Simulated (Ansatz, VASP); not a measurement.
# ReBi: VASP beside Ansatz

```
Re Bi
1.0
     0.00000    2.86535    2.86535
     2.86535    0.00000    2.86535
     2.86535    2.86535    0.00000
Re Bi
1 1
Cartesian
  0.0000 0.0000 0.0000
  1.4327 1.4327 1.4327
```

Change from the starting cell: volume scaled by 0.78, PAW files.

Alike in both runs: task single point; functional PBE; k mesh 11 × 11 × 11; occupations fermi-dirac, width 0.1 eV; no spin polarisation.

|  | VASP | Ansatz |
| --- | --- | --- |
| version | VASP 6.6.1 | Ansatz 0.2.0 |
| potentials or method | VASP PAW PBE potentials, release 64 (Re, Bi_d) | PAW with Ansatz's default frozen-core files, scalar-relativistic |
| plane-wave cutoff (eV) | 520 | 420 |
| valence electrons in the cell | 22 | 30 |

|  | VASP | Ansatz | Ansatz less VASP |
| --- | --- | --- | --- |
| pressure (GPa) | 36.0 | 35.4 | -0.62 |

Both programs put the cell under a high pressure, so it lies far from rest at this level. The functional is the same, so the differences come from potentials, cutoffs and numerics. VASP's potentials hold 22 valence electrons a cell and Ansatz's 30, so a difference there can come from the potentials and not from the codes.

Neither program's run includes spin-orbit coupling.
